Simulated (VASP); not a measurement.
A run of VASP 6.6.1 is set up as follows.

INCAR

```
ALGO = Normal
EDIFF = 1E-6
ENCUT = 520
GGA = PS
ISIF = 2
ISMEAR = -1
LASPH = T
LCHARG = T
LELF = T
LREAL = F
LVHAR = T
LWAVE = F
NBANDS = 48
NELM = 60
PREC = Accurate
SIGMA = 0.15
```

The input KPOINTS:

```
k-points
0
Gamma
  9 9 4
```

POSCAR

```
CaIrO3
1.0
    1.6007867662     -5.0207095263      0.0000000000
    1.6007867662      5.0207095263      0.0000000000
    0.0000000000      0.0000000000      7.4294698328
Ca Ir O
2 2 6
Direct
    0.2498000000      0.7502000000      0.2500000000
    0.7502000000      0.2498000000      0.7500000000
    0.0000000000      0.0000000000      0.0000000000
    0.0000000000      0.0000000000      0.5000000000
    0.9244000000      0.0756000000      0.2500000000
    0.0756000000      0.9244000000      0.7500000000
    0.6276000000      0.3724000000      0.4495000000
    0.3724000000      0.6276000000      0.9495000000
    0.3724000000      0.6276000000      0.5505000000
    0.6276000000      0.3724000000      0.0505000000
```

Potentials or basis: VASP PAW PBE potentials, release 64 (Ca_sv, Ir, O).

Run with:

```bash
$ cat potpaw_PBE.64/Ca_sv/POTCAR potpaw_PBE.64/Ir/POTCAR potpaw_PBE.64/O/POTCAR > POTCAR
$ mpirun -np 1 vasp_std > vasp.out
```

**Question.** Predict the pressure.

**Answer.** -11.5 GPa.

**Question.** Estimate the largest force.

**Answer.** 0.699 eV/Å.

Forces in eV/Å, atoms in the order of the input:
```
Ca   0.000 -0.054  0.000
Ca   0.000  0.054  0.000
Ir   0.000  0.000  0.000
Ir   0.000  0.000  0.000
O    0.000 -0.107  0.000
O    0.000  0.107  0.000
O    0.000  0.657  0.239
O    0.000 -0.657  0.239
O    0.000 -0.657 -0.239
O    0.000  0.657 -0.239
```

Caveat: the cell stands under tension; the PAW data sets were made with another functional, which shifts forces and pressure a little.
